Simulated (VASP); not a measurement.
Wanted: the native input for a VASP 6.6.1 run.

```yaml
Task: single point
Functional: PBE
Potentials_or_basis: VASP PAW PBE potentials, release 64 (Ca_sv, Cl)
Cutoff: 520 eV
k_mesh: 6 × 6 × 6
Occupations: gaussian, width 0.1 eV
Spin: no spin polarisation
Dipole_correction: no
Further_INCAR_settings: ALGO = Normal; EDIFF = 1e-07; NBANDS = 50
```

The structure of Ca2Cl lies in POSCAR:

```
Ca2Cl
1.0
    5.5058397514      3.1787980626      3.1448821344
   -5.5058397514      3.1787980626      3.1448821344
    0.0000000000     -6.3575961252      3.1448821344
Ca Cl
6 3
Direct
    0.2167250374      0.6011021867      0.2167250374
    0.2167250374      0.2167250374      0.6011021867
    0.6011021867      0.2167250374      0.2167250374
    0.7832749626      0.3988978133      0.7832749626
    0.3988978133      0.7832749626      0.7832749626
    0.7832749626      0.7832749626      0.3988978133
    0.5000000000      0.5000000000      0.0000000000
    0.0000000000      0.5000000000      0.5000000000
    0.5000000000      0.0000000000      0.5000000000
```

The input as run:

INCAR

```
SYSTEM = Ca2Cl
PREC     = Accurate       ! precision mode
ENCUT    = 520            ! plane-wave cutoff, eV
EDIFF    = 1E-7           ! SCF threshold, eV
ISMEAR   = 0              ! smearing method
SIGMA    = 0.1            ! smearing width, eV
LREAL    = .False.        ! projectors in reciprocal space
LASPH    = .True.         ! aspherical terms in the spheres
NELM     = 80             ! most SCF steps
ALGO     = Normal         ! electronic algorithm
ISIF     = 2              ! what is computed and relaxed
LWAVE    = .False.        ! write WAVECAR
LCHARG   = .False.        ! write CHGCAR
GGA      = PE             ! functional
NBANDS   = 50             ! bands
```

KPOINTS

```
regular mesh
0
Gamma
  6 6 6
  0 0 0
```

Potentials or basis: VASP PAW PBE potentials, release 64 (Ca_sv, Cl).

Command:

```bash
$ cat potpaw_PBE.64/Ca_sv/POTCAR potpaw_PBE.64/Cl/POTCAR > POTCAR
$ mpirun -np 1 vasp_std > vasp.out
```

It gave:

```yaml
Pressure: 0.0 GPa
Largest_force: 0.012 eV/Å
```

Caveat: an odd number of electrons without spin polarisation forces a metal; a magnetic or distorted state may lie lower.

Wall time 18 min on 1 thread of Intel Xeon 8259CL, on a shared host, peak memory 0.64 GiB.
